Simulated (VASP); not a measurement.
## Au: single point with PBEsol

Crystal: Au.

```
Au
1.0
     2.90000    0.00000    0.00000
    -1.45000    2.51147    0.00000
     0.00000    0.00000    4.88000
Au
2
Direct
  0.16616 0.48749 0.75000
  0.66667 0.33333 0.25000
```

This cell differs from its parent crystal: atom 1 (Au) moved by (-0.225, -0.450) A along x and y.

```yaml
Program: VASP 6.6.1
Task: single point
Functional: PBEsol
Potentials_or_basis: VASP PAW PBE potentials, release 64 (Au)
Cutoff: 520 eV
k_mesh: 18 × 18 × 10
Occupations: gaussian, width 0.15 eV
Spin: no spin polarisation
Dipole_correction: no
Further_INCAR_settings: ALGO = Fast; EDIFF = 1e-07; NBANDS = 18
```

| Property | Result |
| --- | --- |
| Pressure | -4.9 GPa |
| Largest force | 0.325 eV/Å |
| Band gap on the k mesh | zero (band 11 reaches 12.09 eV, above the bottom of band 12 at 6.03 eV) |

Forces in eV/Å, atoms in the order of the input:
```
Au   0.317  0.068  0.000
Au  -0.317 -0.068  0.000
```

Stress tensor (GPa, compression positive):
```
-5.62  0.28  0.00
 0.28 -7.14  0.00
 0.00  0.00 -2.04
```

Levels at points of the mesh, in eV from the Fermi level:
| k point | band 8 | band 9 | band 10 | band 11 | band 12 | band 13 | band 14 | band 15 |
| --- | --- | --- | --- | --- | --- | --- | --- | --- |
| (0.00, 0.00, 0.00) | -3.85 | -2.92 | -2.56 | -1.71 | -0.99 | 2.64 | 14.46 | 15.52 |
| (0.50, 0.00, 0.00) | -2.22 | -1.87 | -1.61 | 0.89 | 1.06 | 6.10 | 6.55 | 9.30 |
| (0.00, 0.50, 0.00) | -1.93 | -1.80 | -1.65 | -0.48 | 1.95 | 4.86 | 5.18 | 7.95 |
| (0.50, 0.50, 0.00) | -2.65 | -1.77 | -1.69 | 0.41 | 1.48 | 5.55 | 7.07 | 7.31 |
| (0.00, 0.00, 0.50) | -4.21 | -2.70 | -2.70 | -2.54 | -2.54 | 10.25 | 10.25 | 15.24 |
| (0.50, 0.00, 0.50) | -1.76 | -1.59 | -1.59 | 0.00 | 0.00 | 4.03 | 4.03 | 12.17 |
| (0.00, 0.50, 0.50) | -2.83 | -1.72 | -1.72 | 1.46 | 1.46 | 3.03 | 3.03 | 12.88 |
| (0.50, 0.50, 0.50) | -1.97 | -1.72 | -1.72 | 0.47 | 0.47 | 3.81 | 3.81 | 11.86 |

Run time: 12 min on 1 thread of Oxide Virtual Turin-like Processor (shared host), peak memory 0.55 GiB.

Caveat: the cell differs from its parent crystal (atom 1 (Au) moved by (-0.225, -0.450) A along x and y); the PAW data sets were made with another functional, which shifts forces and pressure a little; spin-orbit coupling is left out, which moves the levels of the heavy elements.
